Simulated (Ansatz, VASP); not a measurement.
PbS: VASP beside Ansatz

INCAR

```
SYSTEM = PbS
ALGO = Normal
EDIFF = 1E-7
ENCUT = 520
GGA = PE
ISIF = 2
ISMEAR = -1
LASPH = .TRUE.
LCHARG = .FALSE.
LREAL = .FALSE.
LWAVE = .FALSE.
NBANDS = 17
NELM = 100
PREC = Accurate
SIGMA = 0.02
```

KPOINTS

```
k-points
0
G
  6 6 6
  0 0 0
```

The input POSCAR:

```
PbS
1.0
    3.6519376355      0.0000000000      0.0000000000
    0.0000000000      3.6519376355      0.0000000000
    0.0000000000      0.0000000000      3.6519376355
Pb S
1 1
Direct
    0.0000000000      0.0000000000      0.0000000000
    0.5000000000      0.5000000000      0.5000000000
```

Input for Ansatz:

```yaml
crystal:
  lattice:
    - [3.6519376355, 0.0, 0.0]
    - [0.0, 3.6519376355, 0.0]
    - [0.0, 0.0, 3.6519376355]
  atoms:
    - { symbol: Pb, position: [0.0, 0.0, 0.0] }
    - { symbol: S, position: [0.5, 0.5, 0.5] }
kpoints:
  mp_grid: { grid: [6, 6, 6] }
hamiltonian:
  xc: pbe
scf:
  occupations: { method: fermi_dirac, width: 0.02 }
  n_extra_bands: 4
output:
  forces: true
  stress: true
  eigenvalues: true
```

Alike in both runs: task single point; functional PBE; k mesh 6 × 6 × 6; occupations fermi-dirac, width 0.02 eV; no spin polarisation.

```csv
,VASP,Ansatz
version,VASP 6.6.1,Ansatz 0.2.0
potentials or method,"VASP PAW PBE potentials, release 64 (Pb_d, S)","plane waves, PAW"
plane-wave cutoff (eV),520,420
valence electrons in the cell,20,20
```

|  | VASP | Ansatz | Ansatz less VASP |
| --- | --- | --- | --- |
| pressure (GPa) | 0.1 | 0.1 | +0.08 |

Spin-orbit coupling is off throughout.
